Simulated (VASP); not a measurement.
Here is a VASP 6.6.1 calculation.

Contents of INCAR:

```
PREC = Accurate ; ENCUT = 520
EDIFF = 1E-6 ; ISMEAR = 0
SIGMA = 0.1 ; LREAL = False
LASPH = True ; NELM = 60
ALGO = Fast ; ISIF = 2
LWAVE = False ; LCHARG = False
GGA = PS ; NBANDS = 40
```

Contents of KPOINTS:

```
Automatic mesh
0
Gamma
  21 21 4
```

Contents of POSCAR:

```
Mn
1.0
    2.4502324996      0.0000000000      0.0000000000
   -1.2251162498      2.1219635898      0.0000000000
    0.0000000000      0.0000000000      9.9403042811
Mn
5
Direct
    0.0000000000      0.0000000000     -0.0005343169
    0.3333333333      0.6666666667      0.2000000000
    0.6666666667      0.3333333333      0.4005343169
    0.0000000000      0.0000000000      0.6007294135
    0.6666666667      0.3333333333      0.7992705865
```

Potentials or basis: VASP PAW PBE potentials, release 64 (Mn_pv).

Run with:

```sh
$ cat potpaw_PBE.64/Mn_pv/POTCAR > POTCAR
$ mpirun -np 1 vasp_std > vasp.out
```

(1) What does it give for the pressure?

(2) Estimate the band gap on the k mesh.

(3) What does it give for the largest force?

Answers

(1) -0.1 GPa.

(2) zero (an odd number of electrons rules out a gap without spin polarisation).

(3) 0.004 eV/Å.

Caveat: the PAW data sets were made with another functional, which shifts forces and pressure a little; the run has no spin polarisation, though such a crystal can be magnetic.
